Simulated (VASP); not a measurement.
# GeW (Fm-3m) in VASP: settings compared, part 2 of 2

VASP 6.6.1. The steps go on from the part before.

### Step 4. Relaxation of cell and atoms, PBE

File INCAR:

```
SYSTEM = GeW
ALGO = Normal
EDIFF = 1E-7
EDIFFG = -0.01
ENCUT = 600
GGA = PE
IBRION = 2
ISIF = 3
ISMEAR = -1
LASPH = .True.
LCHARG = .False.
LREAL = .False.
LWAVE = .False.
NELM = 80
NSW = 60
PREC = Accurate
SIGMA = 0.05
```

File KPOINTS:

```
k-points
0
Gamma
  9 9 9
  0 0 0
```

File POSCAR:

```
GeW
1.0
    0.0000000000      2.5776100000      2.5776100000
    2.5776100000      0.0000000000      2.5776100000
    2.5776100000      2.5776100000      0.0000000000
Ge W
1 1
Direct
    0.5000000000      0.5000000000      0.5000000000
    0.0000000000      0.0000000000      0.0000000000
```

Potentials or basis: VASP PAW PBE potentials, release 64 (Ge_d, W_sv).

The run is started by

```
$ cat potpaw_PBE.64/Ge_d/POTCAR potpaw_PBE.64/W_sv/POTCAR > POTCAR
$ mpirun -np 1 vasp_std > vasp.out
```

OUTCAR:

```text
SYSTEM = GeW
   EDIFF = 1E-7
   EDIFFG = -0.01
   ENCUT = 600
   GGA = PE
   IBRION = 2
   ISIF = 3
   ISMEAR = -1
   LASPH = .True.
   LREAL = .False.
   NELM = 80
   NSW = 60
   PREC = Accurate

 ion  position               nearest neighbor table
   1  0.500  0.500  0.500-   2 2.58   2 2.58   2 2.58   2 2.58   2 2.58   2 2.58
   2  0.000  0.000  0.000-   1 2.58   1 2.58   1 2.58   1 2.58   1 2.58   1 2.58

  LATTYP: Found a face centered cubic cell.
 ALAT       =     5.1552200000

  Lattice vectors:

 A1 = (   0.0000000000,   2.5776100000,   2.5776100000)
 A2 = (   2.5776100000,   0.0000000000,   2.5776100000)
 A3 = (   2.5776100000,   2.5776100000,   0.0000000000)

Analysis of symmetry for initial positions (statically):
=====================================================================
 Subroutine PRICEL returns:
 Original cell was already a primitive cell.

 Routine SETGRP: Setting up the symmetry group for a
 face centered cubic supercell.

 Subroutine GETGRP returns: Found 48 space group operations
 (whereof 48 operations were pure point group operations)
 out of a pool of 48 trial point group operations.

[... 165 lines left out ...]
------------------------ aborting loop because EDIFF is reached ----------------------------------------

  FORCE on cell =-STRESS in cart. coord.  units (eV):
  Direction    XX          YY          ZZ          XY          YZ          ZX
  --------------------------------------------------------------------------------------
  -------------------------------------------------------------------------------------
  Total        0.0978237      0.0978237      0.0978237      0.0000000     -0.0000000      0.0000000
  in kB        4.5758651      4.5758651      4.5758651      0.0000000     -0.0000000      0.0000000
  external PRESSURE =       4.5758651 kB  Pullay stress =       0.0000000 kB
[... 59 lines left out ...]
--------------------------------------- Ionic step        3  -------------------------------------------

 number of electron      27.9999998 magnetization

 Free energy of the ion-electron system (eV)
  ---------------------------------------------------
  ext. energy  EPLUGINS =         0.00000000
  ---------------------------------------------------
  free energy    TOTEN  =       -15.71671203 eV

  energy without entropy =      -15.69276230  energy(sigma->0) =      -15.70473716

 E-fermi :   9.0231     XC(G=0): -12.4039

 val. band max:        8.9908939861   @ k =  -0.3333   0.3333   0.1111
 cond. band min:       9.0266063435   @ k =   0.3333   0.1111   0.0000
 fundamental gap:      0.0357123574
 Fermi energy:         9.0231355907

 k-point     1 :       0.0000    0.0000    0.0000
  band No.  band energies     occupation
      1     -65.4778      2.00000
      2     -29.6638      2.00000
      3     -29.6638      2.00000
      4     -29.6638      2.00000
      5     -15.4301      2.00000
      6     -15.4301      2.00000
[... 481 lines left out ...]
      5     -15.4234      2.00000
      6     -15.4189      2.00000
[... 10 lines left out ...]
     17      10.4355      0.00000
     18      10.9585      0.00000

 [... further k-points ...]
[... 5 lines left out ...]
  --------------------------------------------------------------------------------------
  -------------------------------------------------------------------------------------
  Total       -0.0028151     -0.0028151     -0.0028151     -0.0000000      0.0000000     -0.0000000
  in kB       -0.1313207     -0.1313207     -0.1313207     -0.0000000      0.0000000     -0.0000000
  external PRESSURE =      -0.1313207 kB  Pullay stress =       0.0000000 kB
[... 17 lines left out ...]
  FREE ENERGIE OF THE ION-ELECTRON SYSTEM (eV)
  ---------------------------------------------------
  free  energy   TOTEN  =       -15.7167120277 eV

  energy  without entropy=      -15.6927622987  energy(sigma->0) =      -15.70473716

 reached required accuracy - stopping structural energy minimisation
```

OSZICAR:

```text
N       E                     dE             d eps       ncg     rms          rms(c)
DAV:   1     0.218953350434E+03    0.21895E+03   -0.16466E+04  1334   0.378E+03
DAV:   2     0.177610668368E+01   -0.21718E+03   -0.21324E+03  1306   0.612E+02
DAV:   3    -0.160966566281E+02   -0.17873E+02   -0.17177E+02  1438   0.136E+02
DAV:   4    -0.167485709863E+02   -0.65191E+00   -0.62129E+00  1460   0.226E+01
[... 25 lines left out ...]
DAV:   4    -0.157167199536E+02    0.19272E-03   -0.22679E-04  1436   0.200E-01    0.454E-02
DAV:   5    -0.157167128374E+02    0.71162E-05   -0.33834E-05  1526   0.977E-02    0.666E-03
DAV:   6    -0.157167120829E+02    0.75449E-06   -0.42198E-06  1600   0.331E-02    0.388E-03
DAV:   7    -0.157167119823E+02    0.10060E-06   -0.57394E-07  1160   0.584E-03    0.772E-04
DAV:   8    -0.157167120277E+02   -0.45365E-07   -0.33614E-08   634   0.332E-03
   3 F= -.15716712E+02 E0= -.15704737E+02  d E =-.139248E-03
```

CONTCAR:

```text
GeW
   1.00000000000000
     0.0000000000000000    2.5799679869509204    2.5799679869509204
     2.5799679869509204   -0.0000000000000000    2.5799679869509204
     2.5799679869509204    2.5799679869509204    0.0000000000000000
  Ge              W
     1     1
Direct
     0.5000000000000000    0.5000000000000000    0.5000000000000000
     0.0000000000000000    0.0000000000000000    0.0000000000000000

  0.00000000E+00  0.00000000E+00  0.00000000E+00
  0.00000000E+00  0.00000000E+00  0.00000000E+00
```

Wall time 2.9 min (1 thread of AMD EPYC 7R13, shared host); peak memory 0.16 GiB.

Results:

```yaml
Free_energy: -15.7167 eV
Relaxed_volume: 17.17 Å³/atom
Relaxed_cell: a = 3.649 Å, b = 3.649 Å, c = 3.649 Å, α = 60.00°, β = 60.00°, γ = 60.00°
Space_group_after_relaxing_to_0.05_Å: Fm-3m (No. 225)
Energy_gained_by_relaxing: 0.1 meV/atom
Ionic_steps: 3
Pressure_after_relaxing: 0.0 GPa
Band_gap_on_the_k_mesh: zero (band 14 reaches 9.56 eV, above the bottom of band 15 at 7.86 eV)
```

Step by step:
| step | energy change (eV) | largest force (eV/Å) | pressure (GPa) | volume (Å³) |
| --- | --- | --- | --- | --- |
| 1 | 0.0000 | 0.0000 | 0.46 | 34.25 |
| 2 | 0.0002 | 0.0000 | -0.73 | 34.49 |
| 3 | -0.0001 | 0.0000 | -0.01 | 34.35 |

Final structure:
```yaml
crystal:
  lattice:
    - [0.00000, 2.57997, 2.57997]
    - [2.57997, 0.00000, 2.57997]
    - [2.57997, 2.57997, 0.00000]
  atoms:
    - { symbol: Ge, position: [0.50000, 0.50000, 0.50000] }
    - { symbol: W, position: [0.00000, 0.00000, 0.00000] }
```

Levels at points of the mesh, in eV from the Fermi level:
```csv
k point,band 10,band 11,band 12,band 13,band 14,band 15,band 16,band 17,band 18
"(0.00, 0.00, 0.00)",-12.31,-1.60,-1.60,-1.60,-0.87,-0.87,2.42,2.42,2.42
```

Caveat: spin-orbit coupling is left out, which moves the levels of the heavy elements.

### Step 5. Summary

| task | level | U | cell | cutoff (eV) | gap on the mesh (eV) | pressure (GPa) |
| --- | --- | --- | --- | --- | --- | --- |
| single point | PBE+U | W d U = 6.0 eV | a = 3.646 Å, angles 60.0°, 2 atoms | 520 | none | 5.7 |
| single point | PBE+U | W d U = 8.0 eV | a = 3.696 Å, angles 60.0°, 2 atoms | 520 | none | 1.2 |
| relaxation of cell and atoms | PBE | - | relaxed from a = 3.645 Å, angles 60.0°, 2 atoms | 600 | none | 0.0 |

Alike in all rows: potentials or basis VASP PAW PBE potentials, release 64 (Ge_d, W_sv); no spin polarisation; k mesh 9 × 9 × 9; smearing fermi-dirac 0.05 eV.

Caveats: spin-orbit coupling is left out, which moves the levels of the heavy elements; U without spin polarisation on a metal has little footing (some runs); the U is typed as a test and isn't derived for this compound (some runs).

Absolute energies hang on the potentials; compare differences alone.
